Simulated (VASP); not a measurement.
Write the native input for VASP 6.6.1 that does the following.

| Quantity | Value |
| --- | --- |
| Task | single point |
| Functional | PBEsol |
| Potentials or basis | VASP PAW PBE potentials, release 64 (W_sv, C) |
| Cutoff | 520 eV |
| k mesh | 14 × 14 × 13 |
| Occupations | fermi-dirac, width 0.05 eV |
| Spin | no spin polarisation |
| Dipole correction | no |
| Further INCAR settings | ALGO = Normal; EDIFF = 1e-07; NBANDS = 16 |

The structure of WC lies in POSCAR:

```
WC
1.0
    2.9101377242      0.0000000000      0.0000000000
   -1.4550688621      2.5202531977      0.0000000000
    0.0000000000      0.0000000000      2.8383987401
W C
1 1
Direct
    0.0000000000      0.0000000000      0.0000000000
    0.6666666667      0.3333333333      0.5000000000
```

One way to write it, as run:

INCAR

```
PREC     = Accurate       # precision mode
ENCUT    = 520            # plane-wave cutoff, eV
EDIFF    = 1E-7           # SCF threshold, eV
ISMEAR   = -1             # smearing method
SIGMA    = 0.05           # smearing width, eV
LREAL    = False          # projectors in reciprocal space
LASPH    = True           # aspherical terms in the spheres
NELM     = 100            # most SCF steps
ALGO     = Normal         # electronic algorithm
ISIF     = 2              # what is computed and relaxed
LWAVE    = False          # write WAVECAR
LCHARG   = True           # write CHGCAR
GGA      = PS             # functional
LELF     = True           # ELF
LVHAR    = True         
NBANDS   = 16             # bands
```

KPOINTS

```
Automatic mesh
0
Gamma
  14 14 13
```

Potentials or basis: VASP PAW PBE potentials, release 64 (W_sv, C).

Run with:

```sh
$ cat potpaw_PBE.64/W_sv/POTCAR potpaw_PBE.64/C/POTCAR > POTCAR
$ mpirun -np 1 vasp_std > vasp.out
```

Results of the run:

The pressure is -3.5 GPa and the band gap on the k mesh is zero (bands 9 and 10 overlap by 1.33 eV).

Caveat: the cell stands under tension; the PAW data sets were made with another functional, which shifts forces and pressure a little; spin-orbit coupling is left out, which moves the levels of the heavy elements.

Wall time 34 s on 1 thread of Intel(R) Xeon(R) Platinum 8259CL CPU @ 2.50GHz (Skylake/Cascade Lake) (shared host), peak memory 0.18 GiB.
